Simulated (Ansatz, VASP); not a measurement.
**CuO: VASP beside Ansatz**

```xyz
4
Lattice="2.3366 -1.7385 0.0000 2.3366 1.7385 0.0000 -0.7622 0.0000 5.0619" Properties=species:S:1:pos:R:3 pbc="T T T"
Cu    1.1683    0.8692    0.0000
Cu    0.7872   -0.8692    2.5310
O     2.1461   -0.1679    1.2655
O     1.7650    0.1679    3.7965
```

Alike in both runs: task single point; functional PBE; k mesh 7 × 7 × 4; occupations fermi-dirac, width 0.03 eV; collinear spin.

|  | VASP | Ansatz |
| --- | --- | --- |
| version | VASP 6.6.1 | Ansatz 0.2.0 |
| potentials or method | VASP PAW PBE potentials, release 64 (Cu, O), cutoff 520 eV | PAW, plane waves, scalar-relativistic |
| valence electrons in the cell | 34 | 50 |

|  | VASP | Ansatz | Ansatz less VASP |
| --- | --- | --- | --- |
| pressure (GPa) | 7.8 | 7.1 | -0.72 |
| traceless stress, the component that is largest in VASP (GPa) | 2.44 | 2.25 | -0.182 |
| rms of the force components (eV/Å) | 0.085 | 0.066 | -0.0197 |
| net moment per atom (μB) | 0.00 | 0.00 | 0.000 |

Atom by atom the forces differ by 0.020 eV/Å (rms over components). The functional is the same, so the differences come from potentials, cutoffs and numerics. VASP's potentials hold 34 valence electrons a cell and Ansatz's 50, so a difference there can come from the potentials and not from the codes. Ansatz's warnings: seeded moment not kept.
